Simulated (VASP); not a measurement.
A run of VASP 6.6.1 is set up as follows.

INCAR

```
PREC = Accurate
ENCUT = 600
EDIFF = 1E-6
ISMEAR = -1
SIGMA = 0.05
LREAL = False
LASPH = True
NELM = 80
ALGO = Normal
ISIF = 3
LWAVE = False
LCHARG = False
GGA = RP
IVDW = 13
IBRION = 2
NSW = 60
EDIFFG = -0.01
```

The input KPOINTS:

```
Automatic mesh
0
Gamma
  5 5 5
```

The input POSCAR:

```
SnO2
1.0
    5.1752560000      0.0000000000      0.0000000000
    0.0000000000      5.1752560000      0.0000000000
    0.0000000000      0.0000000000      5.1752560000
Sn O
4 8
Direct
    0.0000000000      0.0000000000      0.0000000000
    0.5000000000      0.0000000000      0.5000000000
    0.5000000000      0.5000000000      0.0000000000
    0.0000000000      0.5000000000      0.5000000000
    0.6610980000      0.8389020000      0.1610980000
    0.8389020000      0.1610980000      0.6610980000
    0.1610980000      0.6610980000      0.8389020000
    0.3389020000      0.3389020000      0.3389020000
    0.6610980000      0.6610980000      0.6610980000
    0.8389020000      0.3389020000      0.1610980000
    0.1610980000      0.8389020000      0.3389020000
    0.3389020000      0.1610980000      0.8389020000
```

Potentials or basis: VASP PAW PBE potentials, release 64 (Sn_d, O).

Launch:

```console
$ cat potpaw_PBE.64/Sn_d/POTCAR potpaw_PBE.64/O/POTCAR > POTCAR
$ mpirun -np 1 vasp_std > vasp.out
```

**Question.** Estimate the band gap on the k mesh.

**Answer.** 0.83 eV (least direct gap 0.89 eV).

**Question.** What does it give for the space group after relaxing (to 0.1 Å)?

**Answer.** Pa-3 (No. 205).

**Question.** Predict the relaxed cell.

**Answer.** a = 5.137 Å, b = 5.137 Å, c = 5.137 Å, α = 90.00°, β = 90.00°, γ = 90.00°.

**Question.** Predict the dispersion energy per atom.

**Answer.** -0.599 eV.

Final structure:
```
CELL_PARAMETERS angstrom
5.13694 0.00000 0.00000
0.00000 5.13694 0.00000
0.00000 0.00000 5.13694
ATOMIC_POSITIONS crystal
Sn 0.00000 0.00000 0.00000
Sn 0.50000 0.00000 0.50000
Sn 0.50000 0.50000 0.00000
Sn 0.00000 0.50000 0.50000
O 0.65885 0.84115 0.15885
O 0.84115 0.15885 0.65885
O 0.15885 0.65885 0.84115
O 0.34115 0.34115 0.34115
O 0.65885 0.65885 0.65885
O 0.84115 0.34115 0.15885
O 0.15885 0.84115 0.34115
O 0.34115 0.15885 0.84115
```

Caveat: spin-orbit coupling is left out, which moves the levels of the heavy elements; an odd mesh through Γ misses points on the zone boundary, where band edges can lie.
